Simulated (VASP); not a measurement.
Crystal: Si.

```
Si
1.0
     3.16866   -1.96041    0.94904
    -3.16498   -1.96107   -0.96228
     2.66500    1.91577  -12.11952
Si
8
Direct
  0.05783 0.03896 0.59077
  0.07019 0.53669 0.09525
  0.42982 0.70383 0.65890
  0.42401 0.22043 0.15757
  0.92289 0.44872 0.90948
  0.95782 0.97412 0.40277
  0.58131 0.80165 0.84318
  0.55613 0.27559 0.34209
```

```yaml
Program: VASP 6.6.1
Task: relaxation of cell and atoms
Functional: PBE
Potentials_or_basis: VASP PAW PBE potentials, release 64 (Si)
Cutoff: 600 eV
k_mesh: 4 × 4 × 4
Occupations: gaussian, width 0.1 eV
Spin: no spin polarisation
```

At the start: pressure 2.4 GPa; volume 20.07 Å³/atom.

How do energy, volume and symmetry change on relaxing?

Over 19 steps the energy falls by 49.3 meV/atom and the volume is 20.50 Å³/atom (+2.1 %); space group P1 (No. 1, to 0.1 Å) before, Fd-3m (No. 227, to 0.1 Å).

Step by step:
```tsv
step	energy change (eV)	largest force (eV/Å)	pressure (GPa)	volume (Å³)
1	0.0000	1.8994	2.43	160.58
2	-0.3049	0.5321	-1.79	167.73
3	-0.3496	0.4158	-0.93	165.81
4	-0.3827	0.2515	0.20	163.69
5	-0.3830	0.2123	0.09	163.89
6	-0.3901	0.1061	0.08	163.89
7	-0.3907	0.0868	0.08	163.88
8	-0.3922	0.0881	-0.06	164.13
9	-0.3923	0.0942	-0.07	164.16
10	-0.3933	0.0435	-0.03	164.08
11	-0.3935	0.0446	0.01	164.02
12	-0.3938	0.0284	0.01	164.01
13	-0.3938	0.0273	0.01	164.01
14	-0.3940	0.0326	-0.01	164.05
15	-0.3940	0.0473	-0.03	164.09
16	-0.3941	0.0443	-0.02	164.08
17	-0.3943	0.0350	-0.02	164.08
18	-0.3945	0.0284	-0.01	164.06
19	-0.3946	0.0098	0.00	164.03
```

Final structure:
```xyz
8
Lattice="3.2138 -1.9431 0.9897 -3.2137 -1.9423 -0.9902 2.6341 1.9425 -12.3253" Properties=species:S:1:pos:R:3 pbc="T T T"
Si    1.6665    0.9733   -7.2923
Si   -1.2609   -0.9717   -1.6248
Si    0.8238   -0.9694   -8.3621
Si    1.1106   -0.9722   -1.7049
Si    3.8910   -0.9708  -10.7016
Si    0.9716   -2.9163   -5.0337
Si    1.5204   -0.9705  -10.6208
Si    1.8139   -0.9739   -3.9629
```

Caveat: the k points lie up to 0.47 Å⁻¹ apart in the final cell.
